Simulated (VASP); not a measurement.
Write the native input for VASP 6.6.1 that does the following.

```yaml
Task: single point
Functional: PBE
Potentials_or_basis: VASP PAW PBE potentials, release 64 (Mo_sv)
Cutoff: 520 eV
k_mesh: 16 × 16 × 16
Occupations: gaussian, width 0.1 eV
Spin: no spin polarisation
Dipole_correction: no
Further_INCAR_settings: ALGO = Normal; EDIFF = 1e-06; NBANDS = 13
```

The structure of Mo lies in POSCAR:

```
Mo
1.0
   -1.5800494452      1.5800494452      1.5800494452
    1.5800494452     -1.5800494452      1.5800494452
    1.5800494452      1.5800494452     -1.5800494452
Mo
1
Direct
    0.0000000000      0.0000000000      0.0000000000
```

One way to write it, as run:

INCAR

```
SYSTEM = Mo
  PREC = Accurate
  ENCUT = 520
  EDIFF = 1E-6
  ISMEAR = 0
  SIGMA = 0.1
  LREAL = .FALSE.
  LASPH = .TRUE.
  NELM = 80
  ALGO = Normal
  ISIF = 2
  LWAVE = .FALSE.
  LCHARG = .FALSE.
  GGA = PE
  NBANDS = 13
```

KPOINTS

```
Automatic mesh
0
G
  16 16 16
  0 0 0
```

Potentials or basis: VASP PAW PBE potentials, release 64 (Mo_sv).

Run with:

```console
$ cat potpaw_PBE.64/Mo_sv/POTCAR > POTCAR
$ mpirun -np 1 vasp_std > vasp.out
```

Results of the run:

- Pressure: 0.5 GPa
- Band gap on the k mesh: zero (band 7 reaches 16.38 eV, above the bottom of band 8 at 11.10 eV)

It took 8.8 s on 1 thread of Intel(R) Xeon(R) 6975P-C (Granite Rapids) (shared host), peak memory 0.14 GiB.
